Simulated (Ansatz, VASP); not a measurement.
V: VASP beside Ansatz

The input INCAR:

```
PREC = Accurate
ENCUT = 500
EDIFF = 1E-6
ISMEAR = 0
SIGMA = 0.1
LREAL = F
LASPH = T
NELM = 200
ALGO = Normal
ISIF = 2
LWAVE = F
LCHARG = F
ISPIN = 2
MAGMOM = 0.51
LORBIT = 11
LMAXMIX = 4
LDAU = T
LDAUTYPE = 2
LDAUL = 2
LDAUU = 3.6
LDAUJ = 0
LDAUPRINT = 1
GGA = CA
NBANDS = 16
GGA_COMPAT = F
```

Contents of KPOINTS:

```
regular mesh
0
Gamma
  6 6 6
```

File POSCAR:

```
V
1.0
   -1.5130000000      1.5130000000      1.5130000000
    1.5130000000     -1.5130000000      1.5130000000
    1.5130000000      1.5130000000     -1.5130000000
V
1
Direct
    0.0000000000      0.0000000000      0.0000000000
```

Input for Ansatz:

```yaml
crystal:
  lattice:
    - [-1.513, 1.513, 1.513]
    - [1.513, -1.513, 1.513]
    - [1.513, 1.513, -1.513]
  atoms:
    - { symbol: V, position: [0.0, 0.0, 0.0], spin: 0.51 }
basis:
  ecutwfc: 420
kpoints:
  mp_grid: { grid: [6, 6, 6] }
hamiltonian:
  xc: lda
  hubbard: { sites: [{ species: V, l: d, u_eff: 3.6 }], projectors: atomic }
scf:
  occupations: { method: gaussian, width: 0.1 }
  lower_state_search: "off"
output:
  forces: true
  stress: true
  eigenvalues: true
  populations: true
magnetization:
  spin_polarized: true
```

Alike in both runs: task single point; functional LDA; k mesh 6 × 6 × 6; occupations gaussian, width 0.1 eV; collinear spin; Hubbard terms V d U = 3.6 eV.

|  | VASP | Ansatz |
| --- | --- | --- |
| version | VASP 6.6.1 | Ansatz 0.2.0 |
| potentials or method | VASP PAW LDA potentials, release 64 (V_sv), cutoff 500 eV | scalar-relativistic, plane waves, PAW |
| valence electrons in the cell | 13 | 13 |

|  | VASP | Ansatz | Ansatz less VASP |
| --- | --- | --- | --- |
| gap on the k mesh at the Fermi level (eV) | none | none | - |
| pressure (GPa) | -4.7 | -9.3 | -4.57 |
| net moment per atom (μB) | 0.78 | 0.94 | +0.167 |
| size of the moment on the site where the two differ most (μB) | 0.68 | 0.78 | +0.104 |

The net moments are unlike, so the other rows may belong to different states. LDA's correlation is that of Perdew and Zunger in VASP and of Perdew and Wang (1992) in Ansatz. Site moments also hang on the region over which each program counts them. The programs project onto different local orbitals, so the same U acts differently, and such runs can settle in different states. A gap of «none» marks a metal or a gap that the smearing closes. Ansatz's warnings: filled band counts differ across k points.

The k mesh is coarse, so the values compare programs but aren't converged.
